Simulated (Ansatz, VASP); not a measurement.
## Hg in VASP and in Ansatz

Contents of INCAR:

```
SYSTEM = Hg
  PREC = Accurate
  ENCUT = 550
  EDIFF = 1E-6
  ISMEAR = 0
  SIGMA = 0.15
  LREAL = .False.
  LASPH = .True.
  NELM = 120
  ALGO = Normal
  ISIF = 2
  LWAVE = .False.
  LCHARG = .False.
  GGA = PS
  IVDW = 12
  NBANDS = 27
  GGA_COMPAT = .False.
```

KPOINTS

```
Automatic mesh
0
Gamma
  18 18 10
  0 0 0
```

POSCAR

```
Hg
1.0
    3.3118000000      0.0000000000      0.0000000000
   -1.6559000000      2.8681029323      0.0000000000
    0.0000000000      0.0000000000      4.3274000000
Hg
2
Direct
    0.6666666667      0.3333333333      0.7500000000
    0.3333333333      0.6666666667      0.2500000000
```

Input for Ansatz:

```yaml
crystal:
  lattice:
    - [3.3118, 0.0, 0.0]
    - [-1.6559, 2.8681029323, 0.0]
    - [0.0, 0.0, 4.3274]
  atoms:
    - { symbol: Hg, position: [0.6666666667, 0.3333333333, 0.75] }
    - { symbol: Hg, position: [0.3333333333, 0.6666666667, 0.25] }
basis:
  ecutwfc: 420
kpoints:
  mp_grid: { grid: [18, 18, 10] }
hamiltonian:
  xc: pbesol
  dispersion: d3bj
scf:
  occupations: { method: gaussian, width: 0.15 }
output:
  forces: true
  stress: true
  eigenvalues: true
```

Alike in both runs: task single point; functional PBEsol; dispersion D3(BJ); k mesh 18 × 18 × 10; occupations gaussian, width 0.15 eV; no spin polarisation.

|  | VASP | Ansatz |
| --- | --- | --- |
| version | VASP 6.6.1 | Ansatz 0.2.0 |
| potentials or method | VASP PAW PBE potentials, release 64 (Hg_sv_GW), cutoff 550 eV | scalar-relativistic, plane waves, PAW |
| valence electrons in the cell | 40 | 40 |

|  | VASP | Ansatz | Ansatz less VASP |
| --- | --- | --- | --- |
| gap on the k mesh at the Fermi level (eV) | none | none | - |
| pressure (GPa) | 5.9 | 6.1 | +0.25 |
| traceless stress, the component that is largest in VASP (GPa) | 2.76 | 2.71 | -0.052 |

VASP's potentials were made for PBE, not for PBEsol. A gap of «none» marks a metal or a gap that the smearing closes.

Spin-orbit coupling is off throughout.
